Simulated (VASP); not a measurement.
# Cr (Im-3m) in VASP: a series of runs

The runs below take Cr through single point, with LDA.

Program: VASP 6.6.1. These are calculated values, not measurements. Logs are shortened: lines on timing, memory, paths and dates and some standing lists are left out, and cuts for length are marked.

## (1) The cell of the first run

It takes space group Im-3m (No. 229, cubic). The conventional cell has a = 2.788 Å, b = 2.788 Å, c = 2.788 Å, α = 90.00°, β = 90.00°, γ = 90.00°. Cr (site symmetry m-3m) has 14 Cr at 2.41 to 2.79 Å within 3.2 Å.

## (2) Single point, LDA, collinear spin, ferromagnetic start

INCAR reads:

```
ALGO = Normal ; EDIFF = 1E-7
ENCUT = 520 ; GGA = CA
ISIF = 2 ; ISMEAR = 0
ISPIN = 2 ; LASPH = True
LCHARG = False ; LMAXMIX = 4
LORBIT = 11 ; LREAL = False
LWAVE = False ; MAGMOM = 0.5
NBANDS = 16 ; NELM = 150
PREC = Accurate ; SIGMA = 0.05
```

KPOINTS reads:

```
k-points
0
Gamma
  20 20 20
```

POSCAR reads:

```
Cr
1.0
   -1.3941451144      1.3941451144      1.3941451144
    1.3941451144     -1.3941451144      1.3941451144
    1.3941451144      1.3941451144     -1.3941451144
Cr
1
Direct
    0.0000000000      0.0000000000      0.0000000000
```

Potentials or basis: VASP PAW LDA potentials, release 64 (Cr_pv).

On the command line:

```
$ cat potpaw_LDA.64/Cr_pv/POTCAR > POTCAR
$ mpirun -np 1 vasp_std > vasp.out
```

OUTCAR:

```text
EDIFF = 1E-7
   ENCUT = 520
   GGA = CA
   ISIF = 2
   ISMEAR = 0
   ISPIN = 2
   LASPH = True
   LORBIT = 11
   LREAL = False
   NELM = 150
   PREC = Accurate

 ion  position               nearest neighbor table
   1  0.000  0.000  0.000-

  LATTYP: Found a body centered cubic cell.
 ALAT       =     2.7882902288

  Lattice vectors:

 A1 = (  -1.3941451144,   1.3941451144,   1.3941451144)
 A2 = (   1.3941451144,  -1.3941451144,   1.3941451144)
 A3 = (   1.3941451144,   1.3941451144,  -1.3941451144)

Analysis of symmetry for initial positions (statically):
=====================================================================
 Subroutine PRICEL returns:
 Original cell was already a primitive cell.

 Routine SETGRP: Setting up the symmetry group for a
 body centered cubic supercell.

 Subroutine GETGRP returns: Found 48 space group operations
 (whereof 48 operations were pure point group operations)
 out of a pool of 48 trial point group operations.

The static configuration has the point symmetry O_h .

Analysis of symmetry for dynamics (positions and initial velocities):
=====================================================================
 Subroutine PRICEL returns:
 Original cell was already a primitive cell.

 Routine SETGRP: Setting up the symmetry group for a
 body centered cubic supercell.

 Subroutine GETGRP returns: Found 48 space group operations
 (whereof 48 operations were pure point group operations)
 out of a pool of 48 trial point group operations.

The dynamic configuration has the point symmetry O_h .

Analysis of structural, dynamic, and magnetic symmetry:
=====================================================================
 Subroutine PRICEL returns:
 Original cell was already a primitive cell.

 Routine SETGRP: Setting up the symmetry group for a
 body centered cubic supercell.

 Subroutine GETGRP returns: Found 48 space group operations
 (whereof 48 operations were pure point group operations)
 out of a pool of 48 trial point group operations.

The overall configuration has the point symmetry O_h .

 Subroutine INISYM returns: Found 48 space group operations
 (whereof 48 operations are pure point group operations),
 and found     1 'primitive' translations

----------------------------------------------------------------------------------------

                                     Primitive cell

  volume of cell :      10.8389

  direct lattice vectors                    reciprocal lattice vectors
    -1.394145114  1.394145114  1.394145114     0.000000000  0.358642723  0.358642723
     1.394145114 -1.394145114  1.394145114     0.358642723  0.000000000  0.358642723
     1.394145114  1.394145114 -1.394145114     0.358642723  0.358642723  0.000000000

  length of vectors
     2.414730171  2.414730171  2.414730171     0.507197403  0.507197403  0.507197403

  position of ions in fractional coordinates (direct lattice)
     0.000000000  0.000000000  0.000000000

  ion indices of the primitive-cell ions
   primitive index   ion index
                 1           1

----------------------------------------------------------------------------------------

 KPOINTS: k-points

Automatic generation of k-mesh.
 Grid dimensions read from file:
 generate k-points for:   20   20   20

 Generating k-lattice:

  Cartesian coordinates                     Fractional coordinates (reciprocal lattice)
     0.000000000  0.017932136  0.017932136     0.050000000  0.000000000  0.000000000
     0.017932136  0.000000000  0.017932136     0.000000000  0.050000000  0.000000000
     0.017932136  0.017932136  0.000000000     0.000000000  0.000000000  0.050000000

  Length of vectors
     0.025359870  0.025359870  0.025359870

  Shift w.r.t. Gamma in fractional coordinates (k-lattice)
     0.000000000  0.000000000  0.000000000

 Subroutine IBZKPT returns following result:
 ===========================================

 Found    256 irreducible k-points:

 Following reciprocal coordinates:
            Coordinates               Weight
  0.000000  0.000000  0.000000      1.000000
  0.050000  0.000000  0.000000     12.000000
  0.100000  0.000000  0.000000     12.000000
  0.150000  0.000000  0.000000     12.000000
  0.200000  0.000000  0.000000     12.000000
  0.250000  0.000000  0.000000     12.000000
[... 16 lines left out ...]
  0.200000  0.100000  0.000000     48.000000
  0.250000  0.100000 -0.000000     48.000000
 [... further k-points ...]
   k-points           NKPTS =    256   k-points in BZ     NKDIM =    256   number of bands    NBANDS=     16
   number of dos      NEDOS =    301   number of ions     NIONS =      1
   total plane-waves  NPLWV =   5832
   dimension x,y,z NGX =    18 NGY =   18 NGZ =   18
   dimension x,y,z NGXF=    36 NGYF=   36 NGZF=   36
   ions per type =               1
   NGX,Y,Z   is equivalent  to a cutoff of  12.39, 12.39, 12.39 a.u.
   NGXF,Y,Z  is equivalent  to a cutoff of  24.78, 24.78, 24.78 a.u.
 SYSTEM =  unknown system
   PREC   = accura    normal or accurate (medium, high low for compatibility)
   ISTART =      0    job   : 0-new  1-cont  2-samecut
   ICHARG =      2    charge: 1-file 2-atom 10-const
   ISPIN  =      2    spin polarized calculation?
   LNONCOLLINEAR =      F non collinear calculations
   LSORBIT =      F    spin-orbit coupling
   LASPH  =      T    aspherical Exc in radial PAW
   ENCUT  =  520.0 eV  38.22 Ry    6.18 a.u.   4.49  4.49  4.49*2*pi/ulx,y,z
   NELM   =    150;   NELMIN=  2; NELMDL= -5     # of ELM steps
   EDIFF  = 0.1E-06   stopping-criterion for ELM
   LREAL  =      F    real-space projection
   EDIFFG = 0.1E-05   stopping-criterion for IOM
   NSW    =      0    number of steps for IOM
   IBRION =     -1    ionic relax: 0-MD 1-quasi-New 2-CG
   NFREE  =      0    steps in history (QN), initial steepest desc. (CG)
   ISIF   =      2    stress and relaxation
   ISYM   =      2    0-nonsym 1-usesym 2-fastsym
   POTIM  = 0.5000    time-step for ionic-motion
   TEBEG  =    0.0;   TEEND  =   0.0 temperature during run
   PSTRESS=    0.0 pullay stress
   NELECT =      12.0000    total number of electrons
   NUPDOWN=      -1.0000    fix difference up-down
   EMIN   =  10.00;   EMAX   =-10.00  energy-range for DOS
   EFERMI =   0.00;   METHOD = LEGACY
   ISMEAR =     0;   SIGMA  =   0.05  broadening in eV -4-tet -1-fermi 0-gaus
   EFERMI_NEDOS =   21; number of points for ismear=-14 and -15
   IALGO  =     38    algorithm
   IMIX   =      4    mixing-type and parameters
     AMIX     =   0.40;   BMIX     =  1.00
     AMIX_MAG =   1.60;   BMIX_MAG =  1.00
  volume/ion in A,a.u.               =      10.84        73.14
  Fermi-wavevector in a.u.,A,eV,Ry     =   1.693586  3.200414 39.024689  2.868234
  Thomas-Fermi vector in A             =   2.774965
   LORBIT       =     11    0 simple, 1 ext, 2 COOP (PROOUT), +10 PAW based schemes
   GGA     = CA    functional components
   LHFCALC =     F    Hartree Fock is set to
   AEXX    =    0.0000 exact exchange contribution
   IVDW    =     0    specifies the selected vdW correction
   LEPSILON=     F    determine dielectric tensor
   LRPA    =     F    only Hartree local field effects (RPA)
 spin polarized calculation
 Gauss-broadening in eV      SIGMA  =   0.05
  energy-cutoff  :      520.00
  volume of cell :       10.84
 maximum number of plane-waves:       321
 NGX is ok and might be reduce to    18
   NGX =  9   NGY =  9   NGZ =  9

 number of electron      12.0000011 magnetization       0.0000110

 number of electron      12.0000011 magnetization      -0.0000007

 Free energy of the ion-electron system (eV)
  ---------------------------------------------------
  ext. energy  EPLUGINS =         0.00000000
  ---------------------------------------------------
  free energy    TOTEN  =       -10.63080914 eV

  energy without entropy =      -10.62997856  energy(sigma->0) =      -10.63039385

 E-fermi :  11.7437     XC(G=0): -14.3794

 val. band max:       11.7364142688   @ k =   0.1000   0.0500   0.0500
 cond. band min:      11.7663313858   @ k =   0.1500   0.0500  -0.0000
 fundamental gap:      0.0299171170
 Fermi energy:        11.7436631258

 spin component 1

 k-point     1 :       0.0000    0.0000    0.0000
  band No.  band energies     occupation
      1     -30.5153      1.00000
      2     -30.5153      1.00000
      3     -30.5153      1.00000
      4       3.7295      1.00000
      5      10.7231      1.00000
      6      10.7231      1.00000
[... 8 lines left out ...]
     15      42.7636      0.00000
     16      47.7893      0.00000

 k-point     2 :       0.0500    0.0000    0.0000
  band No.  band energies     occupation
      1     -30.5451      1.00000
      2     -30.5242      1.00000
      3     -30.5155      1.00000
      4       3.8466      1.00000
      5      10.6757      1.00000
      6      10.7159      1.00000
[... 8 lines left out ...]
     15      42.9982      0.00000
     16      46.3639      0.00000

 k-point     3 :       0.1000    0.0000    0.0000
  band No.  band energies     occupation
      1     -30.6309      1.00000
      2     -30.5501      1.00000
      3     -30.5162      1.00000
      4       4.1888      1.00000
      5      10.5405      1.00000
      6      10.6833      1.00000
[... 8 lines left out ...]
     15      43.4537      0.00000
     16      44.4898      0.00000

 k-point     4 :       0.1500    0.0000    0.0000
  band No.  band energies     occupation
      1     -30.7633      1.00000
      2     -30.5903      1.00000
      3     -30.5172      1.00000
      4       4.7268      1.00000
      5      10.3355      1.00000
      6      10.6016      1.00000
[... 8 lines left out ...]
     15      42.5884      0.00000
     16      43.0188      0.00000
[... 324 lines left out ...]
 k-point    22 :       0.1500    0.1000   -0.0000
  band No.  band energies     occupation
      1     -30.9814      1.00000
      2     -30.6387      1.00000
      3     -30.5522      1.00000
      4       5.6953      1.00000
      5      10.0884      1.00000
      6      10.2312      1.00000
[... 8 lines left out ...]
     15      41.3969      0.00000
     16      44.4857      0.00000

 k-point    23 :       0.2000    0.1000    0.0000
  band No.  band energies     occupation
      1     -31.1396      1.00000
      2     -30.7001      1.00000
      3     -30.5568      1.00000
      4       6.3929      1.00000
      5       9.8235      1.00000
      6      10.1234      1.00000
[... 8 lines left out ...]
     15      42.0025      0.00000
     16      44.0657      0.00000

 k-point    24 :       0.2500    0.1000   -0.0000
  band No.  band energies     occupation
      1     -31.2942      1.00000
      2     -30.7638      1.00000
      3     -30.5600      1.00000
      4       6.9627      1.00000
      5       9.5739      1.00000
      6      10.2096      1.00000
[... 8 lines left out ...]
     15      42.6203      0.00000
     16      43.9401      0.00000

 [... further k-points ...]

 spin component 2

 k-point     1 :       0.0000    0.0000    0.0000
  band No.  band energies     occupation
      1     -30.5153      1.00000
      2     -30.5153      1.00000
      3     -30.5153      1.00000
      4       3.7295      1.00000
      5      10.7231      1.00000
      6      10.7231      1.00000
[... 8 lines left out ...]
     15      42.7636      0.00000
     16      47.7893      0.00000

 k-point     2 :       0.0500    0.0000    0.0000
  band No.  band energies     occupation
      1     -30.5451      1.00000
      2     -30.5242      1.00000
      3     -30.5155      1.00000
      4       3.8466      1.00000
      5      10.6758      1.00000
      6      10.7159      1.00000
[... 8 lines left out ...]
     15      42.9982      0.00000
     16      46.3639      0.00000

 k-point     3 :       0.1000    0.0000    0.0000
  band No.  band energies     occupation
      1     -30.6309      1.00000
      2     -30.5501      1.00000
      3     -30.5162      1.00000
      4       4.1888      1.00000
      5      10.5405      1.00000
      6      10.6833      1.00000
[... 8 lines left out ...]
     15      43.4537      0.00000
     16      44.4898      0.00000

 k-point     4 :       0.1500    0.0000    0.0000
  band No.  band energies     occupation
      1     -30.7633      1.00000
      2     -30.5903      1.00000
      3     -30.5172      1.00000
      4       4.7268      1.00000
      5      10.3355      1.00000
      6      10.6017      1.00000
[... 8 lines left out ...]
     15      42.5884      0.00000
     16      43.0188      0.00000
[... 324 lines left out ...]
 k-point    22 :       0.1500    0.1000   -0.0000
  band No.  band energies     occupation
      1     -30.9814      1.00000
      2     -30.6387      1.00000
      3     -30.5522      1.00000
      4       5.6953      1.00000
      5      10.0884      1.00000
      6      10.2312      1.00000
[... 8 lines left out ...]
     15      41.3969      0.00000
     16      44.4857      0.00000

 k-point    23 :       0.2000    0.1000    0.0000
  band No.  band energies     occupation
      1     -31.1396      1.00000
      2     -30.7001      1.00000
      3     -30.5568      1.00000
      4       6.3929      1.00000
      5       9.8235      1.00000
      6      10.1234      1.00000
[... 8 lines left out ...]
     15      42.0025      0.00000
     16      44.0657      0.00000

 k-point    24 :       0.2500    0.1000   -0.0000
  band No.  band energies     occupation
      1     -31.2942      1.00000
      2     -30.7638      1.00000
      3     -30.5600      1.00000
      4       6.9627      1.00000
      5       9.5739      1.00000
      6      10.2096      1.00000
[... 8 lines left out ...]
     15      42.6203      0.00000
     16      43.9401      0.00000

 [... further k-points ...]
[... 5 lines left out ...]
  --------------------------------------------------------------------------------------
  -------------------------------------------------------------------------------------
  Total        0.0050283      0.0050283      0.0050283      0.0000000      0.0000000      0.0000000
  in kB        0.7432795      0.7432795      0.7432795      0.0000000      0.0000000      0.0000000
  external PRESSURE =       0.7432795 kB  Pullay stress =       0.0000000 kB

 VOLUME and BASIS-vectors are now :
 -----------------------------------------------------------------------------
  energy-cutoff  :      520.00
  volume of cell :       10.84
      direct lattice vectors                 reciprocal lattice vectors
    -1.394145114  1.394145114  1.394145114     0.000000000  0.358642723  0.358642723
     1.394145114 -1.394145114  1.394145114     0.358642723  0.000000000  0.358642723
     1.394145114  1.394145114 -1.394145114     0.358642723  0.358642723  0.000000000

 POSITION                                       TOTAL-FORCE (eV/Angst)
 -----------------------------------------------------------------------------------
      0.00000      0.00000      0.00000         0.000000      0.000000     -0.000000
 -----------------------------------------------------------------------------------
    total drift:                                0.000000      0.000000      0.000000

  FREE ENERGIE OF THE ION-ELECTRON SYSTEM (eV)
  ---------------------------------------------------
  free  energy   TOTEN  =       -10.6308091417 eV

  energy  without entropy=      -10.6299785608  energy(sigma->0) =      -10.63039385

 total charge

# of ion       s       p       d       tot
------------------------------------------
    1        0.449   6.442   4.315  11.205

 magnetization (x)

# of ion       s       p       d       tot
------------------------------------------
    1       -0.000   0.000   0.000   0.000
```

It took 39 s on 1 thread of Intel Xeon Platinum 8559C (Emerald Rapids), shared host; peak memory 0.17 GiB.

Results:

| Property | Result |
| --- | --- |
| Free energy | -10.6308 eV |
| Pressure | 0.1 GPa |
| Band gap on the k mesh | zero (filled and empty bands overlap) |
| Net moment | 0.00 μB per cell |
| Valence electrons inside the program's atomic spheres | Cr 11.21 |

[end of part 1 of 2]
